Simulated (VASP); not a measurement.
# TaAl7N8 (P1) in VASP: a series of runs

TaAl7N8 is run at these levels: PBEsol+U; tasks: single point.

All numbers are computed with VASP 6.6.1; they aren't measurements. Logs are shortened: lines on timing, memory, paths and dates and some standing lists are left out, and cuts for length are marked.

## 1. The cell of the first run

The typed cell holds 16 atoms: a = 6.220 Å, b = 6.220 Å, c = 4.980 Å, α = 90.00°, β = 90.00°, γ = 120.00°.

## 2. Single point, PBEsol+U, collinear spin

INCAR reads:

```
SYSTEM = TaAl7N8
ALGO = Normal ; EDIFF = 1E-6
ENCUT = 520 ; GGA = PS
ISIF = 2 ; ISMEAR = 0
ISPIN = 2 ; LASPH = .True.
LCHARG = .True. ; LDAU = .True.
LDAUJ = 0 0 0 ; LDAUL = 2 -1 -1
LDAUPRINT = 1 ; LDAUTYPE = 2
LDAUU = 2 0 0 ; LELF = .True.
LMAXMIX = 4 ; LORBIT = 11
LREAL = Auto ; LVHAR = .True.
LWAVE = .False. ; MAGMOM = 0 0 0 0 0 0.01 0 0 0 0 0 0 -0.02 0.03 -0.02 0
NBANDS = 54 ; NELM = 150
PREC = Accurate ; SIGMA = 0.05
```

KPOINTS reads:

```
k-points
0
Gamma
  3 3 4
  0 0 0
```

POSCAR reads:

```
TaAl7N8
1.0
    6.2200009000      0.0000000000      0.0000000000
   -3.1100004000      5.3866788000      0.0000000000
    0.0000000000      0.0000000000      4.9800000000
Ta Al N
1 7 8
Direct
    0.3330903112      0.1664206200      0.9651824420
    0.3339891905      0.6668140602      0.0064893649
    0.8327069716      0.1654863856      0.0065039941
    0.8326607707      0.6668549016      0.0066238214
    0.1630942484      0.3364531099      0.4962215555
    0.1630579567      0.8260375870      0.4965067972
    0.6736226571      0.3365613990      0.4966037010
    0.6664875913      0.8330180303      0.5023796567
    0.3333535176      0.1663324130      0.4342792640
    0.3355446620      0.6675318520      0.3815086866
    0.8320094721      0.1639878084      0.3815237373
    0.8320272058      0.6675507999      0.3816338074
    0.1516853279      0.3478192094      0.8743607140
    0.1516839901      0.8036104704      0.8746884052
    0.6959129155      0.3478067664      0.8748041424
    0.6664080217      0.8330334660      0.8826825322
```

Potentials or basis: VASP PAW PBE potentials, release 64 (Ta_pv, Al, N).

Launch:

```console
> cat potpaw_PBE.64/Ta_pv/POTCAR potpaw_PBE.64/Al/POTCAR potpaw_PBE.64/N/POTCAR > POTCAR
> mpirun -np 1 vasp_std > vasp.out
```

OUTCAR:

```text
SYSTEM = TaAl7N8
   EDIFF = 1E-6
   ENCUT = 520
   GGA = PS
   ISIF = 2
   ISMEAR = 0
   ISPIN = 2
   LASPH = .True.
   LORBIT = 11
   LREAL = Auto
   NELM = 150
   PREC = Accurate

 ion  position               nearest neighbor table
   1  0.333  0.166  0.965-  15 2.01  14 2.01  13 2.01   9 2.34   9 2.64   5 2.97   6 2.97   7 2.97
                             3 3.12   2 3.12   4 3.12   4 3.12   2 3.12   3 3.12   5 3.22   6 3.22
   2  0.334  0.667  0.006-  14 1.85  13 1.85  10 1.87  16 1.89   5 3.02   6 3.02   8 3.05   8 3.08
                             6 3.10   4 3.10   3 3.10   5 3.10   1 3.12   1 3.12   3 3.12   4 3.12
   3  0.833  0.165  0.007-  15 1.85  13 1.85  11 1.87  16 1.89   5 3.02   7 3.02   8 3.05   8 3.08
                             7 3.10   4 3.10   2 3.10   5 3.10   1 3.12   1 3.12   2 3.12   4 3.12
   4  0.833  0.667  0.007-  15 1.85  14 1.85  12 1.87  16 1.89   6 3.02   7 3.02   8 3.05   8 3.08
                             7 3.10   3 3.10   2 3.10   6 3.10   1 3.12   1 3.12   2 3.12   3 3.12
   5  0.163  0.336  0.496-   9 1.86  10 1.87  11 1.87  13 1.89   1 2.97   2 3.02   3 3.02   7 3.04
                             6 3.05   2 3.10   3 3.10   8 3.11   8 3.11   6 3.17   7 3.18   1 3.22
   6  0.163  0.826  0.497-   9 1.86  10 1.87  12 1.87  14 1.89   1 2.97   2 3.02   4 3.02   7 3.04
                             5 3.05   2 3.10   4 3.10   8 3.11   8 3.11   5 3.17   7 3.18   1 3.22
   7  0.674  0.337  0.497-   9 1.86  12 1.87  11 1.87  15 1.89   1 2.97   4 3.02   3 3.02   6 3.04
                             5 3.04   3 3.10   4 3.10   8 3.11   8 3.11   5 3.18   6 3.18   1 3.22
   8  0.666  0.833  0.502-  10 1.88  11 1.88  12 1.88  16 1.89   4 3.05   3 3.05   2 3.05   3 3.08
                             2 3.08   4 3.08   6 3.11   7 3.11   5 3.11   5 3.11   7 3.11   6 3.11
   9  0.333  0.166  0.434-   7 1.86   6 1.86   5 1.86   1 2.34   1 2.64
  10  0.336  0.668  0.382-   2 1.87   5 1.87   6 1.87   8 1.88
  11  0.832  0.164  0.382-   3 1.87   7 1.87   5 1.87   8 1.88
  12  0.832  0.668  0.382-   4 1.87   7 1.87   6 1.87   8 1.88
  13  0.152  0.348  0.874-   3 1.85   2 1.85   5 1.89   1 2.01
  14  0.152  0.804  0.875-   4 1.85   2 1.85   6 1.89   1 2.01
  15  0.696  0.348  0.875-   4 1.85   3 1.85   7 1.89   1 2.01
  16  0.666  0.833  0.883-   2 1.89   8 1.89   3 1.89   4 1.89

  LATTYP: Found a hexagonal cell.
 ALAT       =     6.2200009000
 C/A-ratio  =     0.8006429710

  Lattice vectors:

 A1 = (   6.2200009000,   0.0000000000,   0.0000000000)
 A2 = (  -3.1100004000,   5.3866788000,   0.0000000000)
 A3 = (   0.0000000000,   0.0000000000,   4.9800000000)

Analysis of symmetry for initial positions (statically):
=====================================================================
 Subroutine PRICEL returns:
 Original cell was already a primitive cell.

 Routine SETGRP: Setting up the symmetry group for a
 hexagonal supercell.

 Subroutine GETGRP returns: Found  1 space group operations
 (whereof  1 operations were pure point group operations)
 out of a pool of 24 trial point group operations.

The static configuration has the point symmetry C_1 .

Analysis of symmetry for dynamics (positions and initial velocities):
=====================================================================
 Subroutine PRICEL returns:
 Original cell was already a primitive cell.

 Routine SETGRP: Setting up the symmetry group for a
 hexagonal supercell.

 Subroutine GETGRP returns: Found  1 space group operations
 (whereof  1 operations were pure point group operations)
 out of a pool of 24 trial point group operations.

The dynamic configuration has the point symmetry C_1 .

Analysis of structural, dynamic, and magnetic symmetry:
=====================================================================
 Subroutine PRICEL returns:
 Original cell was already a primitive cell.

 Routine SETGRP: Setting up the symmetry group for a
 hexagonal supercell.

 Subroutine GETGRP returns: Found  1 space group operations
 (whereof  1 operations were pure point group operations)
 out of a pool of 24 trial point group operations.

The overall configuration has the point symmetry C_1 .

 Subroutine INISYM returns: Found  1 space group operations
 (whereof  1 operations are pure point group operations),
 and found     1 'primitive' translations

[... 169 lines left out ...]
 -0.0001 -0.0000  0.1811 -0.0002  0.0000
 -0.0275 -0.0003 -0.0002  0.3090 -0.0001
  0.0000 -0.0274  0.0000 -0.0001  0.2218

spin component  2

  0.2217 -0.0001 -0.0001 -0.0273  0.0001
 -0.0001  0.3089  0.0001 -0.0002 -0.0276
 -0.0001  0.0001  0.1811 -0.0002  0.0001
 -0.0273 -0.0002 -0.0002  0.3104 -0.0001
  0.0001 -0.0276  0.0001 -0.0001  0.2217

 occupancies and eigenvectors

  o =  0.1811  v =  0.0000  0.0000  0.0000  0.0000  0.0000  0.0047 -0.0013  1.0000  0.0026 -0.0021      0.0000  0.0000  0.0000  0.0000  0.0000  0.0000  0.0000  0.0000  0.0000  0.0000
  o =  0.1811  v =  0.0049 -0.0001  1.0000  0.0028 -0.0004  0.0000  0.0000  0.0000  0.0000  0.0000      0.0000  0.0000  0.0000  0.0000  0.0000  0.0000  0.0000  0.0000  0.0000  0.0000
  o =  0.2137  v = -0.9406 -0.0573  0.0053 -0.2719 -0.1952  0.0000  0.0000  0.0000  0.0000  0.0000      0.0000  0.0000  0.0000  0.0000  0.0000  0.0000  0.0000  0.0000  0.0000  0.0000
  o =  0.2138  v =  0.0000  0.0000  0.0000  0.0000  0.0000  0.0495  0.2780  0.0021  0.0155  0.9592      0.0000  0.0000  0.0000  0.0000  0.0000  0.0000  0.0000  0.0000  0.0000  0.0000
  o =  0.2140  v =  0.0000  0.0000  0.0000  0.0000  0.0000 -0.9609  0.0132  0.0053 -0.2718  0.0502      0.0000  0.0000  0.0000  0.0000  0.0000  0.0000  0.0000  0.0000  0.0000  0.0000
  o =  0.2140  v = -0.1959  0.2671  0.0015 -0.0547  0.9420  0.0000  0.0000  0.0000  0.0000  0.0000      0.0000  0.0000  0.0000  0.0000  0.0000  0.0000  0.0000  0.0000  0.0000  0.0000
  o =  0.3169  v =  0.0000  0.0000  0.0000  0.0000  0.0000  0.0200 -0.9582 -0.0006 -0.0661  0.2777      0.0000  0.0000  0.0000  0.0000  0.0000  0.0000  0.0000  0.0000  0.0000  0.0000
  o =  0.3169  v = -0.2733  0.1697 -0.0013  0.9455 -0.0501  0.0000  0.0000  0.0000  0.0000  0.0000      0.0000  0.0000  0.0000  0.0000  0.0000  0.0000  0.0000  0.0000  0.0000  0.0000
  o =  0.3181  v =  0.0474  0.9469  0.0002 -0.1705 -0.2685  0.0000  0.0000  0.0000  0.0000  0.0000      0.0000  0.0000  0.0000  0.0000  0.0000  0.0000  0.0000  0.0000  0.0000  0.0000
  o =  0.3182  v =  0.0000  0.0000  0.0000  0.0000  0.0000 -0.2715 -0.0667 -0.0012  0.9599  0.0179      0.0000  0.0000  0.0000  0.0000  0.0000  0.0000  0.0000  0.0000  0.0000  0.0000

 number of electron      71.9999995 magnetization       0.0000148

 Free energy of the ion-electron system (eV)
  ---------------------------------------------------
  ext. energy  EPLUGINS =         0.00000000
  ---------------------------------------------------
  free energy    TOTEN  =      -127.10714462 eV

  energy without entropy =     -127.10508305  energy(sigma->0) =     -127.10611383

 E-fermi :   9.7086     XC(G=0): -11.4411

 val. band max:        9.6482667595   @ k =   0.0000   0.0000   0.0000
 cond. band min:       9.7459491363   @ k =   0.0000   0.0000   0.0000
 fundamental gap:      0.0976823768
 Fermi energy:         9.7085962868

 spin component 1

 k-point     1 :       0.0000    0.0000    0.0000
  band No.  band energies     occupation
      1     -26.8026      1.00000
      2     -26.8013      1.00000
      3     -26.5332      1.00000
      4      -9.2613      1.00000
      5      -7.2760      1.00000
      6      -7.2759      1.00000
[... 958 lines left out ...]
     47      13.8988      0.00000
     48      14.6953      0.00000
 Fermi energy:         9.7085962868

 spin component 2

 k-point     1 :       0.0000    0.0000    0.0000
  band No.  band energies     occupation
      1     -26.8025      1.00000
      2     -26.8014      1.00000
      3     -26.5332      1.00000
      4      -9.2613      1.00000
      5      -7.2760      1.00000
      6      -7.2759      1.00000
[... 958 lines left out ...]
     47      13.8988      0.00000
     48      14.6953      0.00000
 [bands above 48 left out]

------------------------ aborting loop because EDIFF is reached ----------------------------------------

  FORCE on cell =-STRESS in cart. coord.  units (eV):
  Direction    XX          YY          ZZ          XY          YZ          ZX
  --------------------------------------------------------------------------------------
  -------------------------------------------------------------------------------------
  Total       12.7414973     12.7507240      4.5712425      0.0174613     -0.0039980      0.0215937
  in kB      122.3461140    122.4347101     43.8938799      0.1676668     -0.0383895      0.2073464
  external PRESSURE =      96.2249013 kB  Pullay stress =       0.0000000 kB

 VOLUME and BASIS-vectors are now :
 -----------------------------------------------------------------------------
  energy-cutoff  :      520.00
  volume of cell :      166.86
      direct lattice vectors                 reciprocal lattice vectors
     6.220000900  0.000000000  0.000000000     0.160771681  0.092821572  0.000000000
    -3.110000400  5.386678800  0.000000000     0.000000000  0.185643146  0.000000000
     0.000000000  0.000000000  4.980000000     0.000000000  0.000000000  0.200803213

 POSITION                                       TOTAL-FORCE (eV/Angst)
 -----------------------------------------------------------------------------------
      1.55425      0.89645      4.80661        -0.001492      0.002102     -0.285912
      0.00362      3.59191      0.03232         0.150574      0.085006      0.163333
      4.66478      0.89142      0.03239         0.001603     -0.173250      0.163855
      3.10523      3.59213      0.03299        -0.150622      0.088466      0.165306
     -0.03192      1.81236      2.47118        -0.041291      0.023536     -0.001941
     -1.55476      4.44960      2.47260         0.000223     -0.047808     -0.003606
[... 8 lines left out ...]
      3.24690      1.87352      4.35652        -0.108303     -0.064058      0.024098
      1.55432      4.48728      4.39576         0.002402      0.001518     -0.033949
 -----------------------------------------------------------------------------------
    total drift:                                0.003625     -0.000213      0.000610

  FREE ENERGIE OF THE ION-ELECTRON SYSTEM (eV)
  ---------------------------------------------------
  free  energy   TOTEN  =      -127.1071446216 eV

  energy  without entropy=     -127.1050830451  energy(sigma->0) =     -127.10611383

 total charge

# of ion       s       p       d       tot
------------------------------------------
    1        0.338   6.221   2.438   8.997
    2        0.373   0.466   0.000   0.840
    3        0.373   0.466   0.000   0.840
    4        0.374   0.466   0.000   0.840
    5        0.371   0.455   0.000   0.826
    6        0.371   0.455   0.000   0.826
[... 8 lines left out ...]
   15        1.235   2.649   0.000   3.884
   16        1.219   2.621   0.000   3.840
--------------------------------------------------
tot         12.744  30.512   2.438  45.694

 magnetization (x)

# of ion       s       p       d       tot
------------------------------------------
    1        0.000   0.000   0.000   0.000
    2       -0.000  -0.000   0.000  -0.000
    3        0.000   0.000   0.000   0.000
    4       -0.000  -0.000   0.000  -0.000
    5       -0.000  -0.000   0.000  -0.000
    6        0.000   0.000   0.000   0.000
[... 8 lines left out ...]
   15       -0.000  -0.000   0.000  -0.000
   16       -0.000  -0.000   0.000  -0.000
--------------------------------------------------
tot          0.000   0.000   0.000   0.000
```

Run time: 6.2 min. Hardware: 1 thread of AMD EPYC 9R45 (Zen 5), shared host; peak memory 0.45 GiB.

What came out:

```
Free energy                                           : -127.1071 eV
Pressure                                              : 9.6 GPa
Largest force                                         : 0.441 eV/Å
Band gap on the k mesh                                : zero (filled and empty bands overlap)
Net moment                                            : 0.00 μB per cell
Valence electrons inside the program's atomic spheres : Ta 9.00; Al 0.84, 0.83, 0.81 (each value once); N 3.80, 3.87, 3.88, 3.84 (each value once)
```

Forces on the atoms (eV/Å):
```
Ta  -0.001  0.002 -0.286
Al   0.151  0.085  0.163
Al   0.002 -0.173  0.164
Al  -0.151  0.088  0.165
Al  -0.041  0.024 -0.002
Al   0.000 -0.048 -0.004
Al   0.039  0.021 -0.002
Al   0.001  0.002  0.046
N   -0.007  0.001 -0.440
N   -0.020 -0.011  0.049
N    0.001  0.021  0.051
N    0.017 -0.009  0.053
N    0.115 -0.067  0.027
N    0.001  0.127  0.025
N   -0.108 -0.064  0.024
N    0.002  0.002 -0.034
```

Levels at points of the mesh, in eV from the Fermi level:
Spin up:
```csv
k point,band 34,band 35,band 36,band 37,band 38,band 39
"(0.00, 0.00, 0.00)",-4.18,-3.93,-0.07,-0.06,0.04,0.68
"(0.00, 0.00, 0.50)",-4.37,-4.37,0.08,0.09,0.74,0.74
```
Spin down:
```
           k point  band 33  band 34  band 35  band 36  band 37  band 38  band 39  band 40
(0.00, 0.00, 0.00)    -4.18    -4.18    -3.93    -0.07    -0.06     0.04     0.68     0.69
(0.00, 0.00, 0.50)    -4.77    -4.37    -4.37     0.09     0.09     0.74     0.74     1.31
```

Eigenvalues of the final occupation matrices:
```csv
site,spin,trace,eigenvalues
site 1 d,1,1.24,0.18 0.21 0.21 0.32 0.32
site 1 d,2,1.24,0.18 0.21 0.21 0.32 0.32
```

Caveat: the k points lie up to 0.39 Å⁻¹ apart; the PAW data sets were made with another functional, which shifts forces and pressure a little; spin-orbit coupling is left out, which moves the levels of the heavy elements.

## 3. Single point, PBEsol+U, collinear spin

INCAR reads:

```
PREC = Accurate
ENCUT = 520
EDIFF = 1E-6
ISMEAR = 0
SIGMA = 0.05
LREAL = Auto
LASPH = True
NELM = 150
ALGO = Normal
ISIF = 2
LWAVE = False
LCHARG = False
ISPIN = 2
MAGMOM = 0.64 0.01 0.01 0.01 0.01 0.01 0.01 0 0.02 0.01 0.01 0.01 0.02 0.02 0.02 0
LORBIT = 11
LMAXMIX = 4
LDAU = True
LDAUTYPE = 2
LDAUL = 2 -1 -1
LDAUU = 2 0 0
LDAUJ = 0 0 0
LDAUPRINT = 1
GGA = PS
NBANDS = 54
```

KPOINTS reads:

```
Automatic mesh
0
Gamma
  3 3 4
```

POSCAR is that of step 2.

Potentials or basis: VASP PAW PBE potentials, release 64 (Ta_pv, Al, N).

Launch:

```console
> cat potpaw_PBE.64/Ta_pv/POTCAR potpaw_PBE.64/Al/POTCAR potpaw_PBE.64/N/POTCAR > POTCAR
> mpirun -np 1 vasp_std > vasp.out
```

It took 6.8 min on 1 thread of AMD EPYC 9R45 (Zen 5), shared host; peak memory 0.46 GiB.

It converged, with:

```yaml
Free_energy: -127.3325 eV
Pressure: 10.9 GPa
Largest_force: 0.144 eV/Å
Net_moment: 1.92 μB per cell
Site_moments: Ta +1.04; Al +0.01, +0.00 (each value once); N +0.01 μB
Valence_electrons_inside_the_program's_atomic_spheres: Ta 9.04; Al 0.84, 0.83, 0.82 (each value once); N 3.81, 3.87, 3.89, 3.84 (each value once)
```

Forces in eV/Å, atoms in the order of the input:
```
Ta  -0.008  0.004  0.090
Al   0.093  0.052  0.093
Al   0.002 -0.107  0.093
Al  -0.093  0.055  0.094
Al  -0.027  0.015 -0.087
Al  -0.001 -0.032 -0.090
Al   0.025  0.015 -0.090
Al   0.002  0.001  0.001
N   -0.005  0.001 -0.033
N   -0.027 -0.015  0.041
N    0.001  0.030  0.043
N    0.024 -0.014  0.044
N   -0.021  0.012 -0.053
N    0.004 -0.031 -0.055
N    0.030  0.014 -0.057
N    0.002  0.002 -0.035
```

Stress tensor (GPa, compression positive):
```
12.95  0.02  0.01
 0.02 12.96  0.00
 0.01  0.00  6.64
```

Levels at points of the mesh, in eV from the Fermi level:
Spin up:
| k point | band 33 | band 34 | band 35 | band 36 | band 37 | band 38 | band 39 | band 40 | band 41 | band 42 |
| --- | --- | --- | --- | --- | --- | --- | --- | --- | --- | --- |
| (0.00, 0.00, 0.00) | -4.12 | -4.12 | -3.87 | -0.46 | -0.45 | 0.00 | 0.64 | 0.64 | 0.82 | 2.24 |
| (0.00, 0.00, 0.50) | -4.70 | -4.29 | -4.29 | -0.29 | -0.29 | 0.59 | 0.59 | 1.29 | 1.59 | 1.59 |
Spin down:
| k point | band 31 | band 32 | band 33 | band 34 | band 35 | band 36 | band 37 | band 38 | band 39 | band 40 |
| --- | --- | --- | --- | --- | --- | --- | --- | --- | --- | --- |
| (0.00, 0.00, 0.00) | -4.46 | -4.46 | -4.10 | -4.09 | -3.80 | 0.37 | 0.73 | 0.73 | 1.09 | 1.09 |
| (0.00, 0.00, 0.50) | -4.82 | -4.63 | -4.62 | -4.25 | -4.24 | 0.69 | 0.69 | 1.43 | 1.43 | 1.54 |

Eigenvalues of the final occupation matrices:
```
    site  spin  trace               eigenvalues
site 1 d     1   1.77  0.18 0.23 0.23 0.56 0.56
site 1 d     2   0.76  0.08 0.08 0.17 0.22 0.22
```

Caveat: the k points lie up to 0.39 Å⁻¹ apart; the PAW data sets were made with another functional, which shifts forces and pressure a little; spin-orbit coupling is left out, which moves the levels of the heavy elements.
